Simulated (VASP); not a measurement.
# HfAlB4 (P6/mmm) in VASP: further runs

HfAlB4 is run at these levels: r2SCAN, PBE; tasks: single point, relaxation of cell and atoms.

All numbers are computed with VASP 6.6.1; they aren't measurements. Logs are shortened: lines on timing, memory, paths and dates and some standing lists are left out, and cuts for length are marked.

## 1. The cell of the first run

The structure is hexagonal, space group P6/mmm (No. 191). Conventional cell: a = 3.052 Å, b = 3.052 Å, c = 6.923 Å, α = 90.00°, β = 90.00°, γ = 120.00°. Within 3.5 Å of Hf (site symmetry 6/mmm) lie 12 B at 2.54 Å and 6 Hf at 3.05 Å and 2 Al at 3.46 Å. Al (site symmetry 6/mmm) has 12 B at 2.40 Å and 6 Al at 3.05 Å within 3.2 Å. Within 2.3 Å of B (site symmetry 3m) lie 3 B at 1.76 Å.

## 2. Single point, r2SCAN

POSCAR reads:

```
HfAlB4
1.0
    3.0517753580     -0.0000000289      0.0000000000
   -1.5258876540      2.6429150011      0.0000000000
    0.0000000000      0.0000000000      6.9230554941
Hf Al B
1 1 4
Direct
    0.0000000000      0.0000000000      0.0000000000
    0.0000000000      0.0000000000      0.5000000000
    0.3333333333      0.6666666667      0.2646293148
    0.3333333333      0.6666666667      0.7353706852
    0.6666666667      0.3333333333      0.2646293148
    0.6666666667      0.3333333333      0.7353706852
```

INCAR.step1 reads:

```
SYSTEM = HfAlB4
PREC = Accurate
ENCUT = 520
ISMEAR = 0
SIGMA = 0.1
LREAL = .False.
LASPH = .True.
NELM = 80
NBANDS = 22
GGA = PE
ALGO = Normal
EDIFF = 1E-4
LWAVE = .True.
LCHARG = .False.
```

INCAR.step2 reads:

```
SYSTEM = HfAlB4
PREC = Accurate
ENCUT = 520
EDIFF = 1E-7
ISMEAR = 0
SIGMA = 0.1
LREAL = .False.
LASPH = .True.
NELM = 80
ALGO = Normal
ISIF = 2
LWAVE = .False.
LCHARG = .False.
METAGGA = R2SCAN
LMIXTAU = .True.
NBANDS = 22
ISTART = 1
```

KPOINTS reads:

```
Automatic mesh
0
Gamma
  12 12 6
  0 0 0
```

Potentials or basis: VASP PAW PBE potentials, release 64 (Hf_pv, Al, B).

The run is started by

```
$ cat potpaw_PBE.64/Hf_pv/POTCAR potpaw_PBE.64/Al/POTCAR potpaw_PBE.64/B/POTCAR > POTCAR
$ cp INCAR.step1 INCAR
$ mpirun -np 1 vasp_std > vasp.out
$ cp INCAR.step2 INCAR
$ mpirun -np 1 vasp_std > vasp.out
```

OUTCAR:

```text
SYSTEM = HfAlB4
   PREC = Accurate
   ENCUT = 520
   EDIFF = 1E-7
   ISMEAR = 0
   LREAL = .False.
   LASPH = .True.
   NELM = 80
   ISIF = 2
   METAGGA = R2SCAN
   ISTART = 1

 ion  position               nearest neighbor table
   1  0.000  0.000  0.000-   3 2.54   4 2.54   5 2.54   6 2.54   3 2.54   4 2.54   5 2.54   6 2.54
                             5 2.54   6 2.54   3 2.54   4 2.54   2 3.46   2 3.46
   2  0.000  0.000  0.500-   3 2.40   4 2.40   5 2.40   6 2.40   3 2.40   4 2.40   5 2.40   6 2.40
                             5 2.40   6 2.40   3 2.40   4 2.40   1 3.46   1 3.46
   3  0.333  0.667  0.265-   5 1.76   5 1.76   5 1.76   2 2.40   2 2.40   2 2.40   1 2.54   1 2.54
                             1 2.54
   4  0.333  0.667  0.735-   6 1.76   6 1.76   6 1.76   2 2.40   2 2.40   2 2.40   1 2.54   1 2.54
                             1 2.54
   5  0.667  0.333  0.265-   3 1.76   3 1.76   3 1.76   2 2.40   2 2.40   2 2.40   1 2.54   1 2.54
                             1 2.54
   6  0.667  0.333  0.735-   4 1.76   4 1.76   4 1.76   2 2.40   2 2.40   2 2.40   1 2.54   1 2.54
                             1 2.54

  LATTYP: Found a hexagonal cell.
 ALAT       =     3.0517753580
 C/A-ratio  =     2.2685337818

  Lattice vectors:

 A1 = (   3.0517753580,  -0.0000000289,   0.0000000000)
 A2 = (  -1.5258876540,   2.6429150011,   0.0000000000)
 A3 = (   0.0000000000,   0.0000000000,   6.9230554941)

Analysis of symmetry for initial positions (statically):
=====================================================================
 Subroutine PRICEL returns:
 Original cell was already a primitive cell.

 Routine SETGRP: Setting up the symmetry group for a
 hexagonal supercell.

 Subroutine GETGRP returns: Found 24 space group operations
 (whereof 24 operations were pure point group operations)
 out of a pool of 24 trial point group operations.

The static configuration has the point symmetry D_6h.

Analysis of symmetry for dynamics (positions and initial velocities):
=====================================================================
 Subroutine PRICEL returns:
 Original cell was already a primitive cell.

 Routine SETGRP: Setting up the symmetry group for a
 hexagonal supercell.

 Subroutine GETGRP returns: Found 24 space group operations
 (whereof 24 operations were pure point group operations)
 out of a pool of 24 trial point group operations.

The dynamic configuration has the point symmetry D_6h.

 Subroutine INISYM returns: Found 24 space group operations
 (whereof 24 operations are pure point group operations),
 and found     1 'primitive' translations

[... 109 lines left out ...]
   ISYM   =      2    0-nonsym 1-usesym 2-fastsym
   POTIM  = 0.5000    time-step for ionic-motion
   TEBEG  =    0.0;   TEEND  =   0.0 temperature during run
   PSTRESS=    0.0 pullay stress
   NELECT =      25.0000    total number of electrons
   NUPDOWN=      -1.0000    fix difference up-down
   EMIN   =  10.00;   EMAX   =-10.00  energy-range for DOS
   EFERMI =   0.00;   METHOD = LEGACY
   ISMEAR =     0;   SIGMA  =   0.10  broadening in eV -4-tet -1-fermi 0-gaus
   EFERMI_NEDOS =   21; number of points for ismear=-14 and -15
   IALGO  =     38    algorithm
   IMIX   =      4    mixing-type and parameters
     AMIX     =   0.40;   BMIX     =  1.00
     AMIX_MAG =   1.60;   BMIX_MAG =  1.00
  volume/ion in A,a.u.               =       9.31        62.80
  Fermi-wavevector in a.u.,A,eV,Ry     =   1.252402  2.366696 21.340874  1.568510
  Thomas-Fermi vector in A             =   2.386304
   LORBIT       =      0    0 simple, 1 ext, 2 COOP (PROOUT), +10 PAW based schemes
   METAGGA = R2SCAN    functional components
   LHFCALC =     F    Hartree Fock is set to
   AEXX    =    0.0000 exact exchange contribution
   IVDW    =     0    specifies the selected vdW correction
   LEPSILON=     F    determine dielectric tensor
   LRPA    =     F    only Hartree local field effects (RPA)
 non-spin polarized calculation
 Gauss-broadening in eV      SIGMA  =   0.10
  energy-cutoff  :      520.00
  volume of cell :       55.84
 maximum number of plane-waves:      1526
 NGX is ok and might be reduce to    24
   NGX = 11   NGY = 11   NGZ = 25

 number of electron      25.0000003 magnetization

 Free energy of the ion-electron system (eV)
  ---------------------------------------------------
  ext. energy  EPLUGINS =         0.00000000
  ---------------------------------------------------
  free energy    TOTEN  =       -84.16490561 eV

  energy without entropy =      -84.15438472  energy(sigma->0) =      -84.15964516

 E-fermi :   8.3897     XC(G=0): -13.0367

 val. band max:        8.3836139127   @ k =   0.1667   0.0833   0.5000
 cond. band min:       8.3950403346   @ k =   0.3333   0.1667   0.1667
 fundamental gap:      0.0114264220
 Fermi energy:         8.3897452408

 k-point     1 :       0.0000    0.0000    0.0000
  band No.  band energies     occupation
      1     -23.4044      2.00000
      2     -22.6374      2.00000
      3     -22.6374      2.00000
      4      -7.0800      2.00000
      5      -4.8314      2.00000
      6      -1.4172      2.00000
[... 589 lines left out ...]
     21      16.7390      0.00000
     22      16.9655      0.00000

 [... further k-points ...]

------------------------ aborting loop because EDIFF is reached ----------------------------------------

  FORCE on cell =-STRESS in cart. coord.  units (eV):
  Direction    XX          YY          ZZ          XY          YZ          ZX
  --------------------------------------------------------------------------------------
  -------------------------------------------------------------------------------------
  Total       -0.9991919     -0.9991919     -0.9966238      0.0000000     -0.0000000      0.0000000
  in kB      -28.6698841    -28.6698841    -28.5961960      0.0000000     -0.0000000      0.0000000
  external PRESSURE =     -28.6453214 kB  Pullay stress =       0.0000000 kB

 VOLUME and BASIS-vectors are now :
 -----------------------------------------------------------------------------
  energy-cutoff  :      520.00
  volume of cell :       55.84
      direct lattice vectors                 reciprocal lattice vectors
     3.051775358 -0.000000029  0.000000000     0.327678118  0.189185045  0.000000000
    -1.525887654  2.642915001  0.000000000     0.000000004  0.378370097  0.000000000
     0.000000000  0.000000000  6.923055494     0.000000000  0.000000000  0.144444892

 POSITION                                       TOTAL-FORCE (eV/Angst)
 -----------------------------------------------------------------------------------
      0.00000      0.00000      0.00000        -0.000000     -0.000000      0.000000
      0.00000      0.00000      3.46153        -0.000000     -0.000000      0.000000
      0.00000      1.76194      1.83204         0.000000     -0.000000      0.015292
      0.00000      1.76194      5.09101        -0.000000     -0.000000     -0.015292
      1.52589      0.88097      1.83204        -0.000000      0.000000      0.015292
      1.52589      0.88097      5.09101         0.000000      0.000000     -0.015292
 -----------------------------------------------------------------------------------
    total drift:                               -0.000000      0.000000     -0.000000

  FREE ENERGIE OF THE ION-ELECTRON SYSTEM (eV)
  ---------------------------------------------------
  free  energy   TOTEN  =       -84.1649056118 eV

  energy  without entropy=      -84.1543847154  energy(sigma->0) =      -84.15964516
```

OUTCAR.step1:

```text
SYSTEM = HfAlB4
   PREC = Accurate
   ENCUT = 520
   ISMEAR = 0
   LREAL = .False.
   LASPH = .True.
[... 844 lines left out ...]
      0.00000      1.76194      5.09101        -0.000000     -0.000000      0.013137
      1.52589      0.88097      1.83204         0.000000      0.000000     -0.013137
      1.52589      0.88097      5.09101         0.000000      0.000000      0.013137
 -----------------------------------------------------------------------------------
    total drift:                               -0.000000      0.000000      0.000000

  FREE ENERGIE OF THE ION-ELECTRON SYSTEM (eV)
  ---------------------------------------------------
  free  energy   TOTEN  =       -43.1902650581 eV

  energy  without entropy=      -43.1797621898  energy(sigma->0) =      -43.18501362
```

OSZICAR.step1:

```text
N       E                     dE             d eps       ncg     rms          rms(c)
DAV:   1     0.571777406256E+02    0.57178E+02   -0.11740E+04  3344   0.103E+03
DAV:   2    -0.437719228086E+02   -0.10095E+03   -0.97006E+02  4222   0.231E+02
DAV:   3    -0.473613545692E+02   -0.35894E+01   -0.35617E+01  4526   0.341E+01
DAV:   4    -0.473828484205E+02   -0.21494E-01   -0.21485E-01  4178   0.296E+00
DAV:   5    -0.473830540152E+02   -0.20559E-03   -0.20559E-03  4416   0.293E-01    0.495E+01
DAV:   6    -0.435290497498E+02    0.38540E+01   -0.72583E+00  4108   0.126E+01    0.374E+01
DAV:   7    -0.433827627441E+02    0.14629E+00   -0.38646E+00  3936   0.963E+00    0.644E+00
DAV:   8    -0.432004995529E+02    0.18226E+00   -0.74471E-01  3888   0.437E+00    0.301E+00
DAV:   9    -0.431913493331E+02    0.91502E-02   -0.98923E-02  4176   0.155E+00    0.452E-01
DAV:  10    -0.431907116621E+02    0.63767E-03   -0.12292E-02  4196   0.547E-01    0.283E-01
DAV:  11    -0.431902624882E+02    0.44917E-03   -0.13388E-03  4090   0.183E-01    0.939E-02
DAV:  12    -0.431902650581E+02   -0.25698E-05   -0.10871E-04  2936   0.557E-02
   1 F= -.43190265E+02 E0= -.43185014E+02  d E =-.105029E-01
```

Wall time 8.6 min (1 thread of Oxide Virtual Turin-like, shared host); peak memory 0.21 GiB.

Results:

```
Free energy            : -84.1649 eV
Pressure               : -2.9 GPa
Largest force          : 0.015 eV/Å
Band gap on the k mesh : zero (an odd number of electrons rules out a gap without spin polarisation)
```

Forces on the atoms (eV/Å):
```
Hf   0.000  0.000  0.000
Al   0.000  0.000  0.000
B    0.000  0.000  0.015
B    0.000  0.000 -0.015
B    0.000  0.000  0.015
B    0.000  0.000 -0.015
```

Levels at points of the mesh, in eV from the Fermi level:
```csv
k point,band 9,band 10,band 11,band 12,band 13,band 14,band 15,band 16
"(0.00, 0.00, 0.00)",-1.82,-1.82,-0.59,-0.59,2.33,2.33,2.85,2.85
"(0.50, 0.00, 0.00)",-4.61,-4.19,-3.93,-2.89,-0.74,1.74,3.52,4.91
"(0.00, 0.00, 0.50)",-1.59,-0.99,-0.99,-0.43,2.16,2.16,3.18,3.18
"(0.50, 0.00, 0.50)",-4.53,-3.71,-3.47,-1.88,-1.65,2.19,2.57,3.93
```

Caveat: the PAW data sets were made with another functional, which shifts forces and pressure a little; spin-orbit coupling is left out, which moves the levels of the heavy elements.

## 3. Relaxation of cell and atoms, PBE

INCAR reads:

```
SYSTEM = HfAlB4
PREC = Accurate
ENCUT = 600
EDIFF = 1E-6
ISMEAR = 0
SIGMA = 0.1
LREAL = .FALSE.
LASPH = .TRUE.
NELM = 60
ALGO = Fast
ISIF = 3
LWAVE = .FALSE.
LCHARG = .FALSE.
GGA = PE
IBRION = 2
NSW = 100
EDIFFG = -0.01
```

KPOINTS reads:

```
regular mesh
0
G
  12 12 6
  0 0 0
```

POSCAR reads:

```
HfAlB4
1.0
    3.0525141000      0.0000000000      0.0000000000
   -1.5262570000      2.6435547000      0.0000000000
    0.0000000000      0.0000000000      6.9179598000
Hf Al B
1 1 4
Direct
    0.0000000000      0.0000000000      0.0000000000
    0.0000000000      0.0000000000      0.5000000000
    0.3333333000      0.6666667000      0.2645460000
    0.3333333000      0.6666667000      0.7354540000
    0.6666667000      0.3333333000      0.2645460000
    0.6666667000      0.3333333000      0.7354540000
```

Potentials or basis: VASP PAW PBE potentials, release 64 (Hf_pv, Al, B).

The run is started by

```
$ cat potpaw_PBE.64/Hf_pv/POTCAR potpaw_PBE.64/Al/POTCAR potpaw_PBE.64/B/POTCAR > POTCAR
$ mpirun -np 1 vasp_std > vasp.out
```

Run time: 2.5 min. Hardware: 1 thread of Oxide Virtual Turin-like, shared host; peak memory 0.22 GiB.

It converged, with:

```yaml
Free_energy: -43.1943 eV
Relaxed_volume: 9.29 Å³/atom
Relaxed_cell: a = 3.051 Å, b = 3.051 Å, c = 6.916 Å, α = 90.00°, β = 90.00°, γ = 120.00°
Space_group_after_relaxing_to_0.1_Å: P6/mmm (No. 191)
Energy_gained_by_relaxing: 0.0 meV/atom
Ionic_steps: 3
Pressure_after_relaxing: 0.0 GPa
Largest_force_after_relaxing: 0.005 eV/Å
Band_gap_on_the_k_mesh: zero (an odd number of electrons rules out a gap without spin polarisation)
```

Forces in eV/Å, atoms in the order of the input:
```
Hf   0.000  0.000  0.000
Al   0.000  0.000  0.000
B    0.000  0.000 -0.005
B    0.000  0.000  0.005
B    0.000  0.000 -0.005
B    0.000  0.000  0.005
```

Final structure:
```yaml
crystal:
  lattice:
    - [3.05073, 0.00000, 0.00000]
    - [-1.52537, 2.64201, 0.00000]
    - [0.00000, 0.00000, 6.91631]
  atoms:
    - { symbol: Hf, position: [0.00000, 0.00000, 0.00000] }
    - { symbol: Al, position: [0.00000, 0.00000, 0.50000] }
    - { symbol: B, position: [0.33333, 0.66667, 0.26452] }
    - { symbol: B, position: [0.33333, 0.66667, 0.73548] }
    - { symbol: B, position: [0.66667, 0.33333, 0.26452] }
    - { symbol: B, position: [0.66667, 0.33333, 0.73548] }
```

Levels at points of the mesh, in eV from the Fermi level:
| k point | band 9 | band 10 | band 11 | band 12 | band 13 | band 14 | band 15 | band 16 |
| --- | --- | --- | --- | --- | --- | --- | --- | --- |
| (0.00, 0.00, 0.00) | -1.73 | -1.73 | -0.55 | -0.55 | 2.22 | 2.22 | 2.71 | 2.71 |
| (0.50, 0.00, 0.00) | -4.22 | -3.94 | -3.66 | -2.70 | -0.75 | 1.68 | 3.16 | 4.67 |
| (0.00, 0.00, 0.50) | -1.52 | -0.91 | -0.91 | -0.45 | 2.05 | 2.05 | 3.01 | 3.01 |
| (0.50, 0.00, 0.50) | -4.26 | -3.53 | -3.23 | -1.64 | -1.56 | 2.03 | 2.42 | 3.73 |

Caveat: spin-orbit coupling is left out, which moves the levels of the heavy elements.

The gap in the log of VASP goes by the Fermi energy; the results here count the filled bands.